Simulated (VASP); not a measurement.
Write the native input for VASP 6.6.1 that does the following.

```yaml
Task: single point
Functional: PBEsol
Potentials_or_basis: VASP PAW PBE potentials, release 64 (Ni, Al)
Cutoff: 520 eV
k_mesh: 8 × 8 × 8
Occupations: fermi-dirac, width 0.05 eV
Spin: collinear spin, ferromagnetic start
Starting_moments: "[1.0, 1.0, 1.0, 0.0] μB"
Dipole_correction: no
Further_INCAR_settings: ALGO = Normal; EDIFF = 1e-06; NBANDS = 28
```

The structure of AlNi3 lies in POSCAR:

```
AlNi3
1.0
    3.3876037858      0.0000000000      0.0000000000
    0.0000000000      3.3876037858      0.0000000000
    0.0000000000      0.0000000000      3.3876037858
Ni Al
3 1
Direct
    0.5000000000      0.5000000000      0.0000000000
    0.5000000000      0.0000000000      0.5000000000
    0.0000000000      0.5000000000      0.5000000000
    0.0000000000      0.0000000000      0.0000000000
```

One way to write it, as run:

INCAR

```
SYSTEM = AlNi3
PREC = Accurate ; ENCUT = 520
EDIFF = 1E-6 ; ISMEAR = -1
SIGMA = 0.05 ; LREAL = .FALSE.
LASPH = .TRUE. ; NELM = 150
ALGO = Normal ; ISIF = 2
LWAVE = .FALSE. ; LCHARG = .TRUE.
ISPIN = 2 ; MAGMOM = 1 1 1 0
LORBIT = 11 ; LMAXMIX = 4
GGA = PS ; LELF = .TRUE.
LVHAR = .TRUE. ; NBANDS = 28
```

KPOINTS

```
Automatic mesh
0
G
  8 8 8
  0 0 0
```

Potentials or basis: VASP PAW PBE potentials, release 64 (Ni, Al).

The run is started by

```bash
$ cat potpaw_PBE.64/Ni/POTCAR potpaw_PBE.64/Al/POTCAR > POTCAR
$ mpirun -np 1 vasp_std > vasp.out
```

Results of the run:

```
Pressure                                              : 30.0 GPa
Net moment                                            : 0.44 μB per cell
Site moments                                          : Ni +0.15; Al -0.01 μB
Valence electrons inside the program's atomic spheres : Ni 9.71; Al 0.89
```

Caveat: the cell stands under pressure; the PAW data sets were made with another functional, which shifts forces and pressure a little.

It took 42 s on 1 thread of Intel(R) Xeon(R) 6975P-C (Granite Rapids), with other jobs on the host, peak memory 0.2 GiB.
